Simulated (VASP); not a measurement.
Here is a VASP 6.6.1 calculation.

File INCAR:

```
SYSTEM = LiCl
PREC = Accurate ; ENCUT = 520
EDIFF = 1E-6 ; ISMEAR = 0
SIGMA = 0.05 ; LREAL = .False.
LASPH = .True. ; NELM = 80
ALGO = Normal ; ISIF = 2
LWAVE = .False. ; LCHARG = .False.
GGA = PE ; NBANDS = 12
```

File KPOINTS:

```
Automatic mesh
0
Gamma
  6 6 6
  0 0 0
```

Contents of POSCAR:

```
LiCl
1.0
    0.0000000000      2.5700000000      2.5700000000
    2.5700000000      0.0000000000      2.5700000000
    2.5700000000      2.5700000000      0.0000000000
Li Cl
1 1
Direct
    0.0000000000      0.0000000000      0.0000000000
    0.5000000000      0.5000000000      0.5000000000
```

Potentials or basis: VASP PAW PBE potentials, release 64 (Li_sv, Cl).

Command:

```sh
$ cat potpaw_PBE.64/Li_sv/POTCAR potpaw_PBE.64/Cl/POTCAR > POTCAR
$ mpirun -np 1 vasp_std > vasp.out
```

Task: Predict the band gap on the k mesh.

Result: 6.30 eV, direct.

 PBE gaps usually lie below the measured ones, often by a third to a half.
